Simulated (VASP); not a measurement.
The system is Ge.

```
Ge
1.0
     2.63877    0.00000    0.00000
    -1.31938    2.28524    0.00000
     0.00000    0.00000    2.48351
Ge
1
Direct
  0.00000 0.00000 0.00000
```

This cell differs from its parent crystal: Si replaced by Ge, lengths x 1.049, strained.

Base run:

```yaml
Program: VASP 6.6.1
Functional: PBE
Potentials_or_basis: VASP PAW PBE potentials, release 64 (Ge_d)
Cutoff: 500 eV
k_mesh: 18 × 18 × 16
Occupations: gaussian, width 0.1 eV
Spin: no spin polarisation
```

Its results: band gap on the k mesh zero (bands 7 and 8 overlap by 12.57 eV); pressure 30.9 GPa.

Q: The run is repeated on the same cell with these changes: k mesh from 18 × 18 × 16 to 9 × 9 × 8. What comes out?

A: Band gap on the k mesh zero (bands 7 and 8 overlap by 12.46 eV); pressure 29.9 GPa.

Caveats: the cell stands under pressure.
